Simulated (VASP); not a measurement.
# CoSi2 (fluorite type) (Fm-3m) in VASP: further runs

CoSi2 (fluorite type) is run at these levels: PBEsol; tasks: single point.

Everything below comes from runs of VASP 6.6.1. Logs are shortened: lines on timing, memory, paths and dates and some standing lists are left out, and cuts for length are marked.

## (1) The cell of the first run

Symmetry: Fm-3m, No. 225, cubic system. Conventional cell: a = 4.530 Å, b = 4.530 Å, c = 4.530 Å, α = 90.00°, β = 90.00°, γ = 90.00°. Co (site symmetry m-3m) has 8 Si at 1.96 Å within 2.6 Å. Si (site symmetry -43m) has 4 Co at 1.96 Å and 6 Si at 2.26 Å within 2.6 Å.

## (2) Single point, PBEsol (7.75 Å³/atom)

Input file POSCAR:

```
CoSi2
1.0
    0.0000000000      2.2649688832      2.2649688832
    2.2649688832      0.0000000000      2.2649688832
    2.2649688832      2.2649688832      0.0000000000
Co Si
1 2
Direct
    0.0000000000      0.0000000000      0.0000000000
    0.2500000000      0.2500000000      0.2500000000
    0.7500000000      0.7500000000      0.7500000000
```

Input file INCAR.step1:

```
SYSTEM = CoSi2
PREC = Accurate
ENCUT = 520
EDIFF = 1E-6
ISMEAR = -1
SIGMA = 0.1
LREAL = .False.
LASPH = .True.
NELM = 120
ALGO = Normal
ISIF = 2
LWAVE = .False.
LCHARG = .True.
LMAXMIX = 4
GGA = PS
NBANDS = 16
GGA_COMPAT = .False.
NEDOS = 2001
LORBIT = 11
```

Input file KPOINTS.step1:

```
Automatic mesh
0
Gamma
  11 11 11
  0 0 0
```

Input file INCAR.step2:

```
SYSTEM = CoSi2
PREC = Accurate
ENCUT = 520
EDIFF = 1E-6
ISMEAR = -5
SIGMA = 0.1
LREAL = .False.
LASPH = .True.
NELM = 120
ALGO = Normal
ISIF = 2
LWAVE = .False.
LCHARG = .False.
LMAXMIX = 4
GGA = PS
LORBIT = 10
NEDOS = 2001
ICHARG = 11
GGA_COMPAT = .False.
```

Input file KPOINTS.step2:

```
Automatic mesh
0
Gamma
  17 17 17
  0 0 0
```

Potentials or basis: VASP PAW PBE potentials, release 64 (Co, Si).

Launch:

```bash
cat potpaw_PBE.64/Co/POTCAR potpaw_PBE.64/Si/POTCAR > POTCAR
cp INCAR.step1 INCAR
cp KPOINTS.step1 KPOINTS
mpirun -np 1 vasp_std > vasp.out
cp INCAR.step2 INCAR
cp KPOINTS.step2 KPOINTS
mpirun -np 1 vasp_std > vasp.out
```

OUTCAR:

```text
SYSTEM = CoSi2
   PREC = Accurate
   ENCUT = 520
   EDIFF = 1E-6
   ISMEAR = -5
   LREAL = .False.
   LASPH = .True.
   NELM = 120
   ISIF = 2
   GGA = PS
   LORBIT = 10
   ICHARG = 11

 ion  position               nearest neighbor table
   1  0.000  0.000  0.000-   3 1.96   3 1.96   3 1.96   2 1.96   3 1.96   2 1.96   2 1.96   2 1.96

   2  0.250  0.250  0.250-   1 1.96   1 1.96   1 1.96   1 1.96   3 2.26   3 2.26   3 2.26   3 2.26
                             3 2.26   3 2.26
   3  0.750  0.750  0.750-   1 1.96   1 1.96   1 1.96   1 1.96   2 2.26   2 2.26   2 2.26   2 2.26
                             2 2.26   2 2.26

  LATTYP: Found a face centered cubic cell.
 ALAT       =     4.5299377664

  Lattice vectors:

 A1 = (   0.0000000000,   2.2649688832,   2.2649688832)
 A2 = (   2.2649688832,   0.0000000000,   2.2649688832)
 A3 = (   2.2649688832,   2.2649688832,   0.0000000000)

Analysis of symmetry for initial positions (statically):
=====================================================================
 Subroutine PRICEL returns:
 Original cell was already a primitive cell.

 Routine SETGRP: Setting up the symmetry group for a
 face centered cubic supercell.

 Subroutine GETGRP returns: Found 48 space group operations
 (whereof 48 operations were pure point group operations)
 out of a pool of 48 trial point group operations.

The static configuration has the point symmetry O_h .

Analysis of symmetry for dynamics (positions and initial velocities):
=====================================================================
 Subroutine PRICEL returns:
 Original cell was already a primitive cell.

 Routine SETGRP: Setting up the symmetry group for a
 face centered cubic supercell.

 Subroutine GETGRP returns: Found 48 space group operations
 (whereof 48 operations were pure point group operations)
 out of a pool of 48 trial point group operations.

The dynamic configuration has the point symmetry O_h .

 Subroutine INISYM returns: Found 48 space group operations
 (whereof 48 operations are pure point group operations),
 and found     1 'primitive' translations

----------------------------------------------------------------------------------------

                                     Primitive cell

  volume of cell :      23.2390

  direct lattice vectors                    reciprocal lattice vectors
     0.000000000  2.264968883  2.264968883    -0.220753585  0.220753585  0.220753585
     2.264968883  0.000000000  2.264968883     0.220753585 -0.220753585  0.220753585
     2.264968883  2.264968883  0.000000000     0.220753585  0.220753585 -0.220753585

  length of vectors
     3.203149713  3.203149713  3.203149713     0.382356425  0.382356425  0.382356425

  position of ions in fractional coordinates (direct lattice)
     0.000000000  0.000000000  0.000000000
     0.250000000  0.250000000  0.250000000
     0.750000000  0.750000000  0.750000000

  ion indices of the primitive-cell ions
   primitive index   ion index
                 1           1
                 2           2
                 3           3

----------------------------------------------------------------------------------------

 KPOINTS: Automatic mesh

Automatic generation of k-mesh.
 Grid dimensions read from file:
 generate k-points for:   17   17   17

 Generating k-lattice:

  Cartesian coordinates                     Fractional coordinates (reciprocal lattice)
    -0.012985505  0.012985505  0.012985505     0.058823529  0.000000000  0.000000000
     0.012985505 -0.012985505  0.012985505     0.000000000  0.058823529  0.000000000
     0.012985505  0.012985505 -0.012985505     0.000000000  0.000000000  0.058823529

  Length of vectors
     0.022491554  0.022491554  0.022491554

  Shift w.r.t. Gamma in fractional coordinates (k-lattice)
     0.000000000  0.000000000  0.000000000

 TETIRR: Found    693 inequivalent tetrahedra from    29478

 Subroutine IBZKPT returns following result:
 ===========================================

 Found    165 irreducible k-points:

 Following reciprocal coordinates:
            Coordinates               Weight
  0.000000  0.000000  0.000000      1.000000
  0.058824  0.000000  0.000000      8.000000
  0.117647  0.000000  0.000000      8.000000
  0.176471  0.000000  0.000000      8.000000
  0.235294  0.000000  0.000000      8.000000
  0.294118  0.000000  0.000000      8.000000
[... 16 lines left out ...]
 -0.176471  0.058824  0.000000     24.000000
 -0.117647  0.058824  0.000000     24.000000
 [... further k-points ...]
   k-points           NKPTS =    165   k-points in BZ     NKDIM =    165   number of bands    NBANDS=     12
   number of dos      NEDOS =   2001   number of ions     NIONS =      3
   total plane-waves  NPLWV =  13824
   dimension x,y,z NGX =    24 NGY =   24 NGZ =   24
   dimension x,y,z NGXF=    48 NGYF=   48 NGZF=   48
   ions per type =               1   2
   NGX,Y,Z   is equivalent  to a cutoff of  12.46, 12.46, 12.46 a.u.
   NGXF,Y,Z  is equivalent  to a cutoff of  24.91, 24.91, 24.91 a.u.
 SYSTEM =  CoSi2
   PREC   = accura    normal or accurate (medium, high low for compatibility)
   ISTART =      0    job   : 0-new  1-cont  2-samecut
   ICHARG =     11    charge: 1-file 2-atom 10-const
   ISPIN  =      1    spin polarized calculation?
   LNONCOLLINEAR =      F non collinear calculations
   LSORBIT =      F    spin-orbit coupling
   LASPH  =      T    aspherical Exc in radial PAW
   ENCUT  =  520.0 eV  38.22 Ry    6.18 a.u.   5.96  5.96  5.96*2*pi/ulx,y,z
   NELM   =    120;   NELMIN=  2; NELMDL=  0     # of ELM steps
   EDIFF  = 0.1E-05   stopping-criterion for ELM
   LREAL  =      F    real-space projection
   EDIFFG = 0.1E-04   stopping-criterion for IOM
   NSW    =      0    number of steps for IOM
   IBRION =     -1    ionic relax: 0-MD 1-quasi-New 2-CG
   NFREE  =      0    steps in history (QN), initial steepest desc. (CG)
   ISIF   =      2    stress and relaxation
   ISYM   =      2    0-nonsym 1-usesym 2-fastsym
   POTIM  = 0.5000    time-step for ionic-motion
   TEBEG  =    0.0;   TEEND  =   0.0 temperature during run
   PSTRESS=    0.0 pullay stress
   NELECT =      17.0000    total number of electrons
   NUPDOWN=      -1.0000    fix difference up-down
   EMIN   =  10.00;   EMAX   =-10.00  energy-range for DOS
   EFERMI =   0.00;   METHOD = LEGACY
   ISMEAR =    -5;   SIGMA  =   0.10  broadening in eV -4-tet -1-fermi 0-gaus
   EFERMI_NEDOS =   21; number of points for ismear=-14 and -15
   IALGO  =     38    algorithm
   IMIX   =      4    mixing-type and parameters
     AMIX     =   0.40;   BMIX     =  1.00
     AMIX_MAG =   1.60;   BMIX_MAG =  1.00
  volume/ion in A,a.u.               =       7.75        52.27
  Fermi-wavevector in a.u.,A,eV,Ry     =   1.475091  2.787518 29.604840  2.175894
  Thomas-Fermi vector in A             =   2.589783
   LORBIT       =     10    0 simple, 1 ext, 2 COOP (PROOUT), +10 PAW based schemes
   GGA     = PS    functional components
   LHFCALC =     F    Hartree Fock is set to
   AEXX    =    0.0000 exact exchange contribution
   IVDW    =     0    specifies the selected vdW correction
   LEPSILON=     F    determine dielectric tensor
   LRPA    =     F    only Hartree local field effects (RPA)
 non-spin polarized calculation
 Fermi weights with tetrahedron method with Bloechl corrections
  energy-cutoff  :      520.00
  volume of cell :       23.24
 maximum number of plane-waves:       638

 number of electron      17.0000008 magnetization

 Free energy of the ion-electron system (eV)
  ---------------------------------------------------
  ext. energy  EPLUGINS =         0.00000000
  ---------------------------------------------------
  free energy    TOTEN  =       -13.34911162 eV

  energy without entropy =      -13.34911162  energy(sigma->0) =      -13.34911162

 E-fermi :  18.4942     XC(G=0): -14.3405

 val. band max:       18.5309573414   @ k =  -0.3529   0.1765   0.0000
 cond. band min:      18.4503581073   @ k =  -0.1176   0.1765   0.0588
 fundamental gap:     -0.0805992341
 Fermi energy:        18.4942099545

 k-point     1 :       0.0000    0.0000    0.0000
  band No.  band energies     occupation
      1       0.8460      2.00000
      2      11.4555      2.00000
      3      11.4555      2.00000
      4      11.4555      2.00000
      5      14.0458      2.00000
      6      14.0458      2.00000
      7      21.6775      0.00000
      8      21.6775      0.00000
      9      21.6775      0.00000
     10      24.4739      0.00000
     11      24.4739      0.00000
     12      24.4739      0.00000

 k-point     2 :       0.0588    0.0000    0.0000
  band No.  band energies     occupation
      1       0.9229      2.00000
      2      11.3765      2.00000
      3      11.4842      2.00000
      4      11.4842      2.00000
      5      14.0191      2.00000
      6      14.0191      2.00000
      7      20.9640      0.00000
      8      21.5972      0.00000
      9      21.5972      0.00000
     10      24.6238      0.00000
     11      24.6238      0.00000
     12      24.6419      0.00000

 k-point     3 :       0.1176    0.0000    0.0000
  band No.  band energies     occupation
      1       1.1525      2.00000
      2      11.1381      2.00000
      3      11.5635      2.00000
      4      11.5635      2.00000
      5      13.9546      2.00000
      6      13.9546      2.00000
      7      19.6113     -0.05299
      8      21.3530      0.00000
      9      21.3530      0.00000
     10      24.6271      0.00000
     11      25.0019      0.00000
     12      25.0019      0.00000
[... 286 lines left out ...]
 k-point    23 :      -0.1765    0.0588    0.0000
  band No.  band energies     occupation
      1       1.7567      2.00000
      2      10.5608      2.00000
      3      11.6038      2.00000
      4      11.8051      2.00000
      5      13.6558      2.00000
      6      14.0790      2.00000
      7      17.7725      2.10686
      8      19.7879      0.00000
      9      21.4896      0.00000
     10      24.0033      0.00000
     11      24.2019      0.00000
     12      25.2705      0.00000

 k-point    24 :      -0.1176    0.0588    0.0000
  band No.  band energies     occupation
      1       1.3301      2.00000
      2      10.9996      2.00000
      3      11.5373      2.00000
      4      11.6652      2.00000
      5      13.7641      2.00000
      6      14.0580      2.00000
      7      19.1044     -0.02228
      8      20.2507      0.00000
      9      21.9522      0.00000
     10      24.6089      0.00000
     11      24.6472      0.00000
     12      24.7416      0.00000

 [... further k-points ...]
[... 5 lines left out ...]
  --------------------------------------------------------------------------------------
  -------------------------------------------------------------------------------------
  Total       37.6525380     37.6525380     37.6525380     -0.0000000      0.0000000      0.0000000
  in kB     2595.9009816   2595.9009816   2595.9009816     -0.0000000      0.0000000      0.0000000
  external PRESSURE =    2595.9009816 kB  Pullay stress =       0.0000000 kB

 VOLUME and BASIS-vectors are now :
 -----------------------------------------------------------------------------
  energy-cutoff  :      520.00
  volume of cell :       23.24
      direct lattice vectors                 reciprocal lattice vectors
     0.000000000  2.264968883  2.264968883    -0.220753585  0.220753585  0.220753585
     2.264968883  0.000000000  2.264968883     0.220753585 -0.220753585  0.220753585
     2.264968883  2.264968883  0.000000000     0.220753585  0.220753585 -0.220753585

 POSITION                                       TOTAL-FORCE (eV/Angst)
 -----------------------------------------------------------------------------------
      0.00000      0.00000      0.00000         0.000000      0.000000      0.000000
      1.13248      1.13248      1.13248        -0.000000     -0.000000     -0.000000
      3.39745      3.39745      3.39745         0.000000      0.000000      0.000000
 -----------------------------------------------------------------------------------
    total drift:                               -0.000000      0.000000      0.000000

  FREE ENERGIE OF THE ION-ELECTRON SYSTEM (eV)
  ---------------------------------------------------
  free  energy   TOTEN  =       -13.3491116218 eV

  energy  without entropy=      -13.3491116218  energy(sigma->0) =      -13.34911162

 total charge

# of ion       s       p       d       tot
------------------------------------------
    1        0.896   1.510   8.407  10.813
    2        0.790   1.331   0.000   2.121
    3        0.790   1.331   0.000   2.121
--------------------------------------------------
tot          2.475   4.172   8.407  15.055
```

Wall time 57 s (1 thread of Intel Xeon 8259CL, shared host); peak memory 0.17 GiB.

What came out:

```
Valence electrons inside the program's atomic spheres : Co 10.81; Si 2.12
```

Caveat: the PAW data sets were made with another functional, which shifts forces and pressure a little; the run has no spin polarisation, though such a crystal can be magnetic; tetrahedron occupations give inexact forces and stress in metals. Spin polarisation is off, so any magnetic state and its effect on volume and gap are missing.

## (3) Single point, PBEsol (12.49 Å³/atom)

This run uses another cell than the first one, of 12.49 Å³/atom.

Input file POSCAR:

```
CoSi2
1.0
    0.0000000000      2.6562259186      2.6562259186
    2.6562259186      0.0000000000      2.6562259186
    2.6562259186      2.6562259186      0.0000000000
Co Si
1 2
Direct
    0.0000000000      0.0000000000      0.0000000000
    0.2500000000      0.2500000000      0.2500000000
    0.7500000000      0.7500000000      0.7500000000
```

Input file INCAR.step1:

```
PREC = Accurate
ENCUT = 520
EDIFF = 1E-6
ISMEAR = -1
SIGMA = 0.1
LREAL = F
LASPH = T
NELM = 120
ALGO = Normal
ISIF = 2
LWAVE = F
LCHARG = T
LMAXMIX = 4
GGA = PS
NBANDS = 16
GGA_COMPAT = F
NEDOS = 2001
LORBIT = 11
```

Input file KPOINTS.step1:

```
Automatic mesh
0
Gamma
  11 11 11
```

Input file INCAR.step2:

```
PREC = Accurate
ENCUT = 520
EDIFF = 1E-6
ISMEAR = -5
SIGMA = 0.1
LREAL = F
LASPH = T
NELM = 120
ALGO = Normal
ISIF = 2
LWAVE = F
LCHARG = F
LMAXMIX = 4
GGA = PS
LORBIT = 11
NEDOS = 1001
ICHARG = 11
GGA_COMPAT = F
```

Input file KPOINTS.step2:

```
Automatic mesh
0
Gamma
  17 17 17
```

Potentials or basis: VASP PAW PBE potentials, release 64 (Co, Si).

Launch:

```bash
cat potpaw_PBE.64/Co/POTCAR potpaw_PBE.64/Si/POTCAR > POTCAR
cp INCAR.step1 INCAR
cp KPOINTS.step1 KPOINTS
mpirun -np 1 vasp_std > vasp.out
cp INCAR.step2 INCAR
cp KPOINTS.step2 KPOINTS
mpirun -np 1 vasp_std > vasp.out
```

OUTCAR:

```text
PREC = Accurate
   ENCUT = 520
   EDIFF = 1E-6
   ISMEAR = -5
   LREAL = F
   LASPH = T
   NELM = 120
   ISIF = 2
   GGA = PS
   LORBIT = 11
   ICHARG = 11

 ion  position               nearest neighbor table
   1  0.000  0.000  0.000-   3 2.30   3 2.30   3 2.30   2 2.30   3 2.30   2 2.30   2 2.30   2 2.30

   2  0.250  0.250  0.250-   1 2.30   1 2.30   1 2.30   1 2.30   3 2.66   3 2.66   3 2.66   3 2.66
                             3 2.66   3 2.66
   3  0.750  0.750  0.750-   1 2.30   1 2.30   1 2.30   1 2.30   2 2.66   2 2.66   2 2.66   2 2.66
                             2 2.66   2 2.66
[... 562 lines left out ...]
  Total        0.0702366      0.0702366      0.0702366      0.0000000      0.0000000      0.0000000
  in kB        3.0022666      3.0022666      3.0022666      0.0000000      0.0000000      0.0000000
  external PRESSURE =       3.0022666 kB  Pullay stress =       0.0000000 kB

 VOLUME and BASIS-vectors are now :
 -----------------------------------------------------------------------------
  energy-cutoff  :      520.00
  volume of cell :       37.48
      direct lattice vectors                 reciprocal lattice vectors
     0.000000000  2.656225919  2.656225919    -0.188237001  0.188237001  0.188237001
     2.656225919  0.000000000  2.656225919     0.188237001 -0.188237001  0.188237001
     2.656225919  2.656225919  0.000000000     0.188237001  0.188237001 -0.188237001

 POSITION                                       TOTAL-FORCE (eV/Angst)
 -----------------------------------------------------------------------------------
      0.00000      0.00000      0.00000         0.000000     -0.000000     -0.000000
      1.32811      1.32811      1.32811        -0.000000      0.000000     -0.000000
      3.98434      3.98434      3.98434         0.000000     -0.000000      0.000000
 -----------------------------------------------------------------------------------
    total drift:                               -0.000000     -0.000000     -0.000000

  FREE ENERGIE OF THE ION-ELECTRON SYSTEM (eV)
  ---------------------------------------------------
  free  energy   TOTEN  =       -20.9814439268 eV

  energy  without entropy=      -20.9814439268  energy(sigma->0) =      -20.98144393

 total charge

# of ion       s       p       d       tot
------------------------------------------
    1        0.555   0.751   7.628   8.935
    2        0.716   0.887   0.000   1.604
    3        0.716   0.887   0.000   1.604
--------------------------------------------------
tot          1.988   2.526   7.628  12.142
```

OSZICAR.step1:

```text
N       E                     dE             d eps       ncg     rms          rms(c)
DAV:   1     0.588309643696E+02    0.58831E+02   -0.68626E+03  1824   0.101E+03
DAV:   2    -0.193243105626E+02   -0.78155E+02   -0.69271E+02  2024   0.202E+02
DAV:   3    -0.225795650442E+02   -0.32553E+01   -0.31732E+01  2304   0.454E+01
DAV:   4    -0.226368880566E+02   -0.57323E-01   -0.57288E-01  2136   0.568E+00
DAV:   5    -0.226383855024E+02   -0.14974E-02   -0.14974E-02  2344   0.964E-01    0.155E+01
DAV:   6    -0.263135911718E+02   -0.36752E+01   -0.26468E+01  1928   0.107E+02    0.179E+01
DAV:   7    -0.210503063403E+02    0.52633E+01   -0.11771E+01  2248   0.835E+01    0.343E+00
DAV:   8    -0.210379975484E+02    0.12309E-01   -0.78423E-01  2096   0.573E+00    0.195E+00
DAV:   9    -0.210002212416E+02    0.37776E-01   -0.88880E-02  2200   0.559E+00    0.502E-01
DAV:  10    -0.209998715433E+02    0.34970E-03   -0.66272E-03  2496   0.128E+00    0.132E-01
DAV:  11    -0.209996923274E+02    0.17922E-03   -0.76165E-04  2496   0.499E-01    0.405E-02
DAV:  12    -0.209997055617E+02   -0.13234E-04   -0.46276E-05  2088   0.483E-02    0.155E-02
DAV:  13    -0.209997034327E+02    0.21290E-05   -0.41566E-06  2408   0.336E-02    0.617E-03
DAV:  14    -0.209997035437E+02   -0.11095E-06   -0.53586E-07  1080   0.843E-03
   1 F= -.20999704E+02 E0= -.20983100E+02  d E =-.332068E-01
```

Wall time 77 s (1 thread of Intel Xeon 8259CL, shared host); peak memory 0.21 GiB.

Results:

```
Valence electrons inside the program's atomic spheres : Co 8.94; Si 1.60
```

Levels at points of the mesh, in eV from the Fermi level:
```tsv
k point	band 7	band 8	band 9	band 10	band 11	band 12
(0.00, 0.00, 0.00)	1.06	3.46	3.46	3.47	3.55	3.55
```

Caveat: the PAW data sets were made with another functional, which shifts forces and pressure a little; the run has no spin polarisation, though such a crystal can be magnetic; tetrahedron occupations give inexact forces and stress in metals. Spin polarisation is off, so any magnetic state and its effect on volume and gap are missing.
